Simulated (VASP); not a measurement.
A run of VASP 6.6.1:

POSCAR

```
BN
1.0
    0.0000000000      1.8075000000      1.8075000000
    1.8075000000      0.0000000000      1.8075000000
    1.8075000000      1.8075000000      0.0000000000
B N
1 1
Direct
    0.0000000000      0.0000000000      0.0000000000
    0.2500000000      0.2500000000      0.2500000000
```

The input INCAR.step1:

```
SYSTEM = BN
  ALGO = Normal
  EDIFF = 1E-5
  ENCUT = 660
  GGA = PE
  GGA_COMPAT = .FALSE.
  ISMEAR = 0
  LASPH = .TRUE.
  LCHARG = .FALSE.
  LREAL = .FALSE.
  LWAVE = .TRUE.
  NBANDS = 11
  NELM = 120
  PREC = Accurate
  SIGMA = 0.01
```

Contents of INCAR.step2:

```
SYSTEM = BN
  ALGO = Normal
  EDIFF = 1E-6
  ENCUT = 660
  GGA_COMPAT = .FALSE.
  ISIF = 2
  ISMEAR = 0
  ISTART = 1
  LASPH = .TRUE.
  LCHARG = .FALSE.
  LMIXTAU = .TRUE.
  LREAL = .FALSE.
  LWAVE = .FALSE.
  METAGGA = R2SCAN
  NBANDS = 11
  NELM = 120
  PREC = Accurate
  SIGMA = 0.01
```

KPOINTS

```
k-points
0
G
  10 10 10
  0 0 0
```

Potentials or basis: VASP PAW PBE potentials, release 64 (B, N).

Run with:

```console
$ cat potpaw_PBE.64/B/POTCAR potpaw_PBE.64/N/POTCAR > POTCAR
$ cp INCAR.step1 INCAR
$ mpirun -np 1 vasp_std > vasp.out
$ cp INCAR.step2 INCAR
$ mpirun -np 1 vasp_std > vasp.out
```

Hardware: 1 thread of Intel(R) Xeon(R) Platinum 8259CL CPU @ 2.50GHz (Skylake/Cascade Lake), on a shared host.

Q: Estimate the wall time of this run.

A: Run time: 45 s on 1 thread of Intel(R) Xeon(R) Platinum 8259CL CPU @ 2.50GHz (Skylake/Cascade Lake), on a shared host, peak memory 0.14 GiB. Counts: k points 47.
